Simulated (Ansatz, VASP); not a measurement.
Si4WC in VASP and in Ansatz

```
CELL_PARAMETERS angstrom
0.00000 3.39500 3.39500
3.39500 0.00000 3.39500
3.39500 3.39500 0.00000
ATOMIC_POSITIONS crystal
Si 0.37627 0.87118 0.37627
Si 0.37627 0.37627 0.87118
Si 0.37627 0.37627 0.37627
Si 0.87118 0.37627 0.37627
W 0.00000 0.00000 0.00000
C 0.75000 0.75000 0.75000
```

Alike in both runs: functional PBE; k mesh 10 × 10 × 10; occupations gaussian, width 0.1 eV; no spin polarisation.

Ansatz relaxed the structure, and its values are those at the end. VASP's run is a single point on that final structure, the one shown.

```csv
,VASP,Ansatz
version,VASP 6.6.1,Ansatz 0.2.0
potentials or method,"VASP PAW PBE potentials, release 64 (Si, W_sv, C), cutoff 520 eV","scalar-relativistic, plane waves, PAW"
valence electrons in the cell,34,34
```

```csv
,VASP,Ansatz,Ansatz less VASP
gap on the k mesh at the Fermi level (eV),none,none,-
pressure (GPa),0.0,0.0,+0.07
```

A gap of «none» marks a metal or a gap that the smearing closes. With one functional, cell and mesh, what is left measures potentials, basis and numerics.

Neither program's run includes spin-orbit coupling.
